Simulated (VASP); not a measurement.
Runs of VASP 6.6.1 on Mo. The structure is that of space group Im-3m (No. 229), or close to it. The cells are those of the table. 

```tsv
cell	gap on the mesh (eV)	pressure (GPa)
a = 2.722 Å, angles 108.3, 108.3, 111.9°, 1 atom	none	-2.2
a = 2.749 Å, angles 107.9, 107.9, 112.7°, 1 atom	none	(b)
a = 2.776 Å, angles 108.7, 108.7, 111.1°, 1 atom	none	-16.5
a = 2.762 Å, angles 108.3, 108.3, 111.9°, 1 atom	none	-13.2
a = 2.722 Å, angles 110.7, 110.7, 107.0°, 1 atom	none	-2.2
a = 2.776 Å, angles 109.9, 109.9, 108.7°, 1 atom	none	-16.7
a = 2.789 Å, angles 109.1, 109.1, 110.3°, 1 atom	none	-19.6
a = 2.749 Å, angles 110.3, 110.3, 107.9°, 1 atom	none	(a)
```

Alike in all rows: task single point; level PBEsol; potentials or basis VASP PAW PBE potentials, release 64 (Mo_sv); no spin polarisation; k mesh 22 × 22 × 22; cutoff (eV) 500; smearing gaussian 0.15 eV.

Question: Estimate the missing entries.

Answer: (a) -10.0; (b) -9.5.

Caveats: the PAW data sets were made with another functional, which shifts forces and pressure a little; the cell stands under tension (at least some runs).

A k mesh can miss the band edges, and the runs leave out spin-orbit coupling on Mo.

A gap of «none» marks levels without a gap at the run's occupations.
